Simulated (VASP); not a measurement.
Runs of VASP 6.6.1 on C. The structure is orthorhombic, space group Cccm (No. 66). The conventional cell has a = 3.003 Å, b = 5.164 Å, c = 4.224 Å, α = 90.00°, β = 90.00°, γ = 90.00°. C (site symmetry 222) has 4 C at 1.50 Å within 2.0 Å. Within 2.0 Å of C (site symmetry m) lie 4 C at 1.50 to 1.61 Å. 

```tsv
task	potentials or basis	spin	cell	cutoff (eV)	second run	gap on the mesh (eV)	pressure (GPa)	relaxed volume (Å³/atom)	largest force (eV/Å)
relaxation of cell and atoms	VASP PAW PBE potentials, release 64 (C)	off	relaxed	600	-	0.71	0.2	(a)	0.03
relaxation of cell and atoms	VASP PAW PBE potentials, release 64 (C_h)	off	relaxed	910	hard_potentials	0.90	-0.1	7.92	0.02
single point	VASP PAW PBE potentials, release 64 (C)	off	as given	520	-	none	65.2	-	5.42
single point	VASP PAW PBE potentials, release 64 (C)	collinear, ferromagnetic start	as given	520	-	none	65.2	-	5.42
```

Alike in all rows: level PBE; k mesh 6 × 6 × 4; smearing gaussian 0.1 eV.

Problem. Estimate the missing entries.

Solution. (a) 8.27.

Caveats: some runs use coarse meshes; the volume moved by over 15 % at a fixed basis, so the end points are rough (some runs); forces of over 1 eV/Å act on the atoms, so gaps and moduli don't describe the material at rest (some runs); the cutoff is under 1.25 times the usual one of these potentials, so pressure, stress and relaxed cells hold a basis-set (Pulay) error (some runs).

A k mesh can miss the band edges.

A gap of «none» marks levels without a gap at the run's occupations.
